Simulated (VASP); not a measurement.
Runs of VASP 6.6.1 on SrCl2. The structure is that of space group I4/mmm (No. 139), or close to it. The cells are those of the table. 

| cell | gap on the mesh (eV) | pressure (GPa) |
| --- | --- | --- |
| a = 5.123, b = 5.123, c = 4.639 Å, angles 63.1, 63.1, 53.8°, 3 atoms | (a) | 1.4 |
| a = 5.020, b = 5.020, c = 4.775 Å, angles 61.6, 61.6, 56.8°, 3 atoms | 4.80 | 1.2 |
| a = 4.802, b = 4.802, c = 5.355 Å, angles 56.1, 56.1, 67.8°, 3 atoms | 3.00 | 2.3 |
| a = 5.489, b = 5.489, c = 4.306 Å, angles 66.9, 66.9, 46.2°, 3 atoms | 1.19 | 2.3 |
| a = 4.792, b = 4.792, c = 5.533 Å, angles 54.7, 54.7, 70.5°, 3 atoms | 1.54 | 4.1 |
| a = 4.870, b = 4.870, c = 5.068 Å, angles 58.6, 58.6, 62.7°, 3 atoms | 4.80 | 1.2 |
| a = 4.799, b = 4.799, c = 5.690 Å, angles 53.6, 53.6, 72.7°, 3 atoms | - | 6.7 |
| a = 4.829, b = 4.829, c = 5.204 Å, angles 57.4, 57.4, 65.2°, 3 atoms | (b) | 1.5 |

Alike in all rows: task single point; level PBE; potentials or basis VASP PAW PBE potentials, release 64 (Sr_sv, Cl); no spin polarisation; k mesh 6 × 6 × 6; cutoff (eV) 520; smearing gaussian 0.05 eV.

Problem. Fill in the values left out.

Solution. (a) 3.95; (b) 4.04.

A k mesh can miss the band edges, and the runs leave out spin-orbit coupling on Sr.
